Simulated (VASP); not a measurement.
# ZrTi3C4 (Pm-3m) in VASP: notebook

ZrTi3C4 is run at these levels: PBE; tasks: single point, relaxation of cell and atoms.

Program: VASP 6.6.1. These are calculated values, not measurements. Logs are shortened: lines on timing, memory, paths and dates and some standing lists are left out, and cuts for length are marked.

## Step 1: The cell of the first run

It takes space group Pm-3m (No. 221, cubic). Conventional cell: a = 4.444 Å, b = 4.444 Å, c = 4.444 Å, α = 90.00°, β = 90.00°, γ = 90.00°. Within 2.9 Å of Zr (site symmetry m-3m) lie 6 C at 2.22 Å. Ti (site symmetry 4/mmm) has 6 C at 2.22 Å within 2.9 Å. C (site symmetry 4/mmm) has 2 Zr at 2.22 Å and 4 Ti at 2.22 Å within 2.9 Å. Within 2.9 Å of C (site symmetry m-3m) lie 6 Ti at 2.22 Å.

## Step 2: Single point, PBE

File INCAR:

```
PREC = Accurate
ENCUT = 520
EDIFF = 1E-6
ISMEAR = 0
SIGMA = 0.1
LREAL = False
LASPH = True
NELM = 60
ALGO = Normal
ISIF = 2
LWAVE = False
LCHARG = True
GGA = PE
LELF = True
LVHAR = True
NBANDS = 42
```

File KPOINTS:

```
Automatic mesh
0
Gamma
  4 4 4
```

File POSCAR:

```
ZrTi3C4
1.0
    4.4440955529      0.0000000000      0.0000000000
    0.0000000000      4.4440955529      0.0000000000
    0.0000000000      0.0000000000      4.4440955529
Zr Ti C
1 3 4
Direct
    0.0000000000      0.0000000000      0.0000000000
    0.5000000000      0.0000000000      0.5000000000
    0.5000000000      0.5000000000      0.0000000000
    0.0000000000      0.5000000000      0.5000000000
    0.0000000000      0.5000000000      0.0000000000
    0.5000000000      0.5000000000      0.5000000000
    0.0000000000      0.0000000000      0.5000000000
    0.5000000000      0.0000000000      0.0000000000
```

Potentials or basis: VASP PAW PBE potentials, release 64 (Zr_sv, Ti_sv, C).

On the command line:

```
cat potpaw_PBE.64/Zr_sv/POTCAR potpaw_PBE.64/Ti_sv/POTCAR potpaw_PBE.64/C/POTCAR > POTCAR
mpirun -np 1 vasp_std > vasp.out
```

OUTCAR:

```text
PREC = Accurate
   ENCUT = 520
   EDIFF = 1E-6
   ISMEAR = 0
   LREAL = False
   LASPH = True
   NELM = 60
   ISIF = 2
   GGA = PE

 ion  position               nearest neighbor table
   1  0.000  0.000  0.000-   5 2.22   7 2.22   8 2.22   7 2.22   5 2.22   8 2.22   2 3.14   4 3.14
                             2 3.14   3 3.14   4 3.14   3 3.14   4 3.14   2 3.14   3 3.14   4 3.14
   2  0.500  0.000  0.500-   6 2.22   7 2.22   8 2.22   8 2.22   6 2.22   7 2.22   1 3.14   1 3.14
                             1 3.14   1 3.14
   3  0.500  0.500  0.000-   5 2.22   6 2.22   8 2.22   6 2.22   8 2.22   5 2.22   1 3.14   1 3.14
                             1 3.14   1 3.14
   4  0.000  0.500  0.500-   5 2.22   6 2.22   7 2.22   5 2.22   7 2.22   6 2.22   1 3.14   1 3.14
                             1 3.14   1 3.14
   5  0.000  0.500  0.000-   1 2.22   3 2.22   4 2.22   4 2.22   1 2.22   3 2.22
   6  0.500  0.500  0.500-   2 2.22   3 2.22   4 2.22   3 2.22   2 2.22   4 2.22
   7  0.000  0.000  0.500-   1 2.22   2 2.22   4 2.22   1 2.22   4 2.22   2 2.22
   8  0.500  0.000  0.000-   1 2.22   2 2.22   3 2.22   2 2.22   3 2.22   1 2.22

  LATTYP: Found a simple cubic cell.
 ALAT       =     4.4440955529

  Lattice vectors:

 A1 = (   4.4440955529,   0.0000000000,   0.0000000000)
 A2 = (   0.0000000000,   4.4440955529,   0.0000000000)
 A3 = (   0.0000000000,   0.0000000000,   4.4440955529)

Analysis of symmetry for initial positions (statically):
=====================================================================
 Subroutine PRICEL returns:
 Original cell was already a primitive cell.

 Routine SETGRP: Setting up the symmetry group for a
 simple cubic supercell.

 Subroutine GETGRP returns: Found 48 space group operations
 (whereof 48 operations were pure point group operations)
 out of a pool of 48 trial point group operations.

The static configuration has the point symmetry O_h .

Analysis of symmetry for dynamics (positions and initial velocities):
=====================================================================
 Subroutine PRICEL returns:
 Original cell was already a primitive cell.

 Routine SETGRP: Setting up the symmetry group for a
 simple cubic supercell.

 Subroutine GETGRP returns: Found 48 space group operations
 (whereof 48 operations were pure point group operations)
 out of a pool of 48 trial point group operations.

The dynamic configuration has the point symmetry O_h .

 Subroutine INISYM returns: Found 48 space group operations
 (whereof 48 operations are pure point group operations),
 and found     1 'primitive' translations

----------------------------------------------------------------------------------------

                                     Primitive cell

  volume of cell :      87.7708

  direct lattice vectors                    reciprocal lattice vectors
     4.444095553  0.000000000  0.000000000     0.225017664  0.000000000  0.000000000
     0.000000000  4.444095553  0.000000000     0.000000000  0.225017664  0.000000000
     0.000000000  0.000000000  4.444095553     0.000000000  0.000000000  0.225017664

  length of vectors
     4.444095553  4.444095553  4.444095553     0.225017664  0.225017664  0.225017664

  position of ions in fractional coordinates (direct lattice)
     0.000000000  0.000000000  0.000000000
     0.500000000  0.000000000  0.500000000
     0.500000000  0.500000000  0.000000000
     0.000000000  0.500000000  0.500000000
     0.000000000  0.500000000  0.000000000
     0.500000000  0.500000000  0.500000000
     0.000000000  0.000000000  0.500000000
     0.500000000  0.000000000  0.000000000

  ion indices of the primitive-cell ions
   primitive index   ion index
                 1           1
                 2           2
                 3           3
                 4           4
                 5           5
                 6           6
                 7           7
                 8           8

----------------------------------------------------------------------------------------

 KPOINTS: Automatic mesh

Automatic generation of k-mesh.
 Grid dimensions read from file:
 generate k-points for:    4    4    4

 Generating k-lattice:

  Cartesian coordinates                     Fractional coordinates (reciprocal lattice)
     0.056254416  0.000000000  0.000000000     0.250000000  0.000000000  0.000000000
     0.000000000  0.056254416  0.000000000     0.000000000  0.250000000  0.000000000
     0.000000000  0.000000000  0.056254416     0.000000000  0.000000000  0.250000000

  Length of vectors
     0.056254416  0.056254416  0.056254416

  Shift w.r.t. Gamma in fractional coordinates (k-lattice)
     0.000000000  0.000000000  0.000000000

 Subroutine IBZKPT returns following result:
 ===========================================

 Found     10 irreducible k-points:

 Following reciprocal coordinates:
            Coordinates               Weight
  0.000000  0.000000  0.000000      1.000000
  0.250000  0.000000  0.000000      6.000000
  0.500000  0.000000  0.000000      3.000000
  0.250000  0.250000  0.000000     12.000000
  0.500000  0.250000  0.000000     12.000000
  0.500000  0.500000  0.000000      3.000000
  0.250000  0.250000  0.250000      8.000000
  0.500000  0.250000  0.250000     12.000000
  0.500000  0.500000  0.250000      6.000000
  0.500000  0.500000  0.500000      1.000000
   k-points           NKPTS =     10   k-points in BZ     NKDIM =     10   number of bands    NBANDS=     42
   number of dos      NEDOS =    301   number of ions     NIONS =      8
   total plane-waves  NPLWV =  46656
   dimension x,y,z NGX =    36 NGY =   36 NGZ =   36
   dimension x,y,z NGXF=    72 NGYF=   72 NGZF=   72
   ions per type =               1   3   4
   NGX,Y,Z   is equivalent  to a cutoff of  13.47, 13.47, 13.47 a.u.
   NGXF,Y,Z  is equivalent  to a cutoff of  26.93, 26.93, 26.93 a.u.
 SYSTEM =  unknown system
   PREC   = accura    normal or accurate (medium, high low for compatibility)
   ISTART =      0    job   : 0-new  1-cont  2-samecut
   ICHARG =      2    charge: 1-file 2-atom 10-const
   ISPIN  =      1    spin polarized calculation?
   LNONCOLLINEAR =      F non collinear calculations
   LSORBIT =      F    spin-orbit coupling
   LASPH  =      T    aspherical Exc in radial PAW
   ENCUT  =  520.0 eV  38.22 Ry    6.18 a.u.   8.26  8.26  8.26*2*pi/ulx,y,z
   NELM   =     60;   NELMIN=  2; NELMDL= -5     # of ELM steps
   EDIFF  = 0.1E-05   stopping-criterion for ELM
   LREAL  =      F    real-space projection
   EDIFFG = 0.1E-04   stopping-criterion for IOM
   NSW    =      0    number of steps for IOM
   IBRION =     -1    ionic relax: 0-MD 1-quasi-New 2-CG
   NFREE  =      0    steps in history (QN), initial steepest desc. (CG)
   ISIF   =      2    stress and relaxation
   ISYM   =      2    0-nonsym 1-usesym 2-fastsym
   POTIM  = 0.5000    time-step for ionic-motion
   TEBEG  =    0.0;   TEEND  =   0.0 temperature during run
   PSTRESS=    0.0 pullay stress
   NELECT =      64.0000    total number of electrons
   NUPDOWN=      -1.0000    fix difference up-down
   EMIN   =  10.00;   EMAX   =-10.00  energy-range for DOS
   EFERMI =   0.00;   METHOD = LEGACY
   ISMEAR =     0;   SIGMA  =   0.10  broadening in eV -4-tet -1-fermi 0-gaus
   EFERMI_NEDOS =   21; number of points for ismear=-14 and -15
   IALGO  =     38    algorithm
   IMIX   =      4    mixing-type and parameters
     AMIX     =   0.40;   BMIX     =  1.00
     AMIX_MAG =   1.60;   BMIX_MAG =  1.00
  volume/ion in A,a.u.               =      10.97        74.04
  Fermi-wavevector in a.u.,A,eV,Ry     =   1.473504  2.784520 29.541176  2.171215
  Thomas-Fermi vector in A             =   2.588389
   LORBIT       =      0    0 simple, 1 ext, 2 COOP (PROOUT), +10 PAW based schemes
   GGA     = PE    functional components
   LHFCALC =     F    Hartree Fock is set to
   AEXX    =    0.0000 exact exchange contribution
   IVDW    =     0    specifies the selected vdW correction
   LEPSILON=     F    determine dielectric tensor
   LRPA    =     F    only Hartree local field effects (RPA)
 non-spin polarized calculation
 Gauss-broadening in eV      SIGMA  =   0.10
  energy-cutoff  :      520.00
  volume of cell :       87.77
 maximum number of plane-waves:      2392
 NGX is ok and might be reduce to    36
   NGX = 17   NGY = 17   NGZ = 17

 number of electron      63.9999980 magnetization

 Free energy of the ion-electron system (eV)
  ---------------------------------------------------
  ext. energy  EPLUGINS =         0.00000000
  ---------------------------------------------------
  free energy    TOTEN  =       -75.08276393 eV

  energy without entropy =      -75.07366166  energy(sigma->0) =      -75.07821279

 E-fermi :   9.2843     XC(G=0): -12.4796

 val. band max:        9.1105887546   @ k =   0.2500   0.0000   0.0000
 cond. band min:       9.3303262709   @ k =   0.2500   0.0000   0.0000
 fundamental gap:      0.2197375164
 Fermi energy:         9.2842505245

 k-point     1 :       0.0000    0.0000    0.0000
  band No.  band energies     occupation
      1     -47.4338      2.00000
      2     -47.3822      2.00000
      3     -47.3822      2.00000
      4     -38.1057      2.00000
      5     -23.7931      2.00000
      6     -23.7931      2.00000
[... 34 lines left out ...]
     41      11.7868      0.00000
     42      12.4378      0.00000

 k-point     2 :       0.2500    0.0000    0.0000
  band No.  band energies     occupation
      1     -47.4272      2.00000
      2     -47.3887      2.00000
      3     -47.3821      2.00000
      4     -38.1058      2.00000
      5     -23.7737      2.00000
      6     -23.7737      2.00000
[... 349 lines left out ...]
     41      12.8907      0.00000
     42      13.8619      0.00000

 k-point    10 :       0.5000    0.5000    0.5000
  band No.  band energies     occupation
      1     -47.3992      2.00000
      2     -47.3992      2.00000
      3     -47.3992      2.00000
      4     -38.1046      2.00000
      5     -23.9033      2.00000
      6     -23.7775      2.00000
[... 34 lines left out ...]
     41      13.1818      0.00000
     42      14.8726      0.00000

------------------------ aborting loop because EDIFF is reached ----------------------------------------

  FORCE on cell =-STRESS in cart. coord.  units (eV):
  Direction    XX          YY          ZZ          XY          YZ          ZX
  --------------------------------------------------------------------------------------
  -------------------------------------------------------------------------------------
  Total       -0.0024741     -0.0024741     -0.0024741      0.0000000      0.0000000     -0.0000000
  in kB       -0.0451620     -0.0451620     -0.0451620      0.0000000      0.0000000     -0.0000000
  external PRESSURE =      -0.0451620 kB  Pullay stress =       0.0000000 kB

 VOLUME and BASIS-vectors are now :
 -----------------------------------------------------------------------------
  energy-cutoff  :      520.00
  volume of cell :       87.77
      direct lattice vectors                 reciprocal lattice vectors
     4.444095553  0.000000000  0.000000000     0.225017664  0.000000000  0.000000000
     0.000000000  4.444095553  0.000000000     0.000000000  0.225017664  0.000000000
     0.000000000  0.000000000  4.444095553     0.000000000  0.000000000  0.225017664

 POSITION                                       TOTAL-FORCE (eV/Angst)
 -----------------------------------------------------------------------------------
      0.00000      0.00000      0.00000         0.000000      0.000000      0.000000
      2.22205      0.00000      2.22205         0.000000      0.000000      0.000000
      2.22205      2.22205      0.00000         0.000000      0.000000      0.000000
      0.00000      2.22205      2.22205         0.000000      0.000000      0.000000
      0.00000      2.22205      0.00000         0.000000      0.000000      0.000000
      2.22205      2.22205      2.22205         0.000000      0.000000      0.000000
      0.00000      0.00000      2.22205         0.000000      0.000000      0.000000
      2.22205      0.00000      0.00000         0.000000      0.000000      0.000000
 -----------------------------------------------------------------------------------
    total drift:                                0.000000      0.000000      0.000000

  FREE ENERGIE OF THE ION-ELECTRON SYSTEM (eV)
  ---------------------------------------------------
  free  energy   TOTEN  =       -75.0827639320 eV

  energy  without entropy=      -75.0736616557  energy(sigma->0) =      -75.07821279
```

Wall time 28 s (1 thread of Intel Xeon Platinum 8559C (Emerald Rapids), shared host); peak memory 0.21 GiB.

Results:

| Quantity | Value |
| --- | --- |
| Free energy | -75.0828 eV |
| Pressure | 0.0 GPa |
| Band gap on the k mesh | zero (bands 32 and 33 overlap by 0.62 eV) |

## Step 3: Single point, PBE

This run uses another cell than the first one, of 13.87 Å³/atom.

File INCAR:

```
SYSTEM = ZrTi3C4
PREC = Accurate ; ENCUT = 520
EDIFF = 1E-7 ; ISMEAR = 0
SIGMA = 0.1 ; LREAL = .False.
LASPH = .True. ; NELM = 60
ALGO = Normal ; ISIF = 2
LWAVE = .False. ; LCHARG = .True.
GGA = PE ; LELF = .True.
LVHAR = .True. ; NBANDS = 42
```

File KPOINTS:

```
regular mesh
0
Gamma
  4 4 4
  0 0 0
```

Edit POSCAR of step 2 so:

```diff
@@ -2,5 +2,5 @@
 1.0
-    4.4440955529      0.0000000000      0.0000000000
-    0.0000000000      4.4440955529      0.0000000000
-    0.0000000000      0.0000000000      4.4440955529
+    4.8054145400      0.0000000000      0.0000000000
+    0.0000000000      4.8054145400      0.0000000000
+    0.0000000000      0.0000000000      4.8054145400
 Zr Ti C
```

Potentials or basis: VASP PAW PBE potentials, release 64 (Zr_sv, Ti_sv, C).

On the command line:

```
cat potpaw_PBE.64/Zr_sv/POTCAR potpaw_PBE.64/Ti_sv/POTCAR potpaw_PBE.64/C/POTCAR > POTCAR
mpirun -np 1 vasp_std > vasp.out
```

Wall time 33 s (1 thread of Intel Xeon Platinum 8559C (Emerald Rapids), shared host); peak memory 0.21 GiB.

The run converged. Its results:

* Free energy: -72.0631 eV
* Pressure: -34.3 GPa
* Band gap on the k mesh: zero (bands 32 and 33 overlap by 0.33 eV)

Levels at points of the mesh, in eV from the Fermi level:
```
           k point  band 28  band 29  band 30  band 31  band 32  band 33  band 34  band 35  band 36  band 37
(0.00, 0.00, 0.00)    -0.24    -0.24     0.08     0.08     0.08     0.62     0.62     0.62     1.24     1.24
(0.50, 0.00, 0.00)    -2.12    -0.32    -0.32    -0.26    -0.26    -0.25    -0.25     1.41     1.84     1.90
(0.50, 0.50, 0.00)    -2.07    -1.85    -1.85    -1.83    -1.65     1.39     1.44     1.82     1.82     1.99
(0.50, 0.50, 0.50)    -2.11    -2.11    -2.05    -2.05    -2.05     1.87     1.87     1.87     1.98     1.98
```

Caveat: the cell stands under tension.

(Continued in part 2 of 2.)

The gap in the log of VASP goes by the Fermi energy; the results here count the filled bands.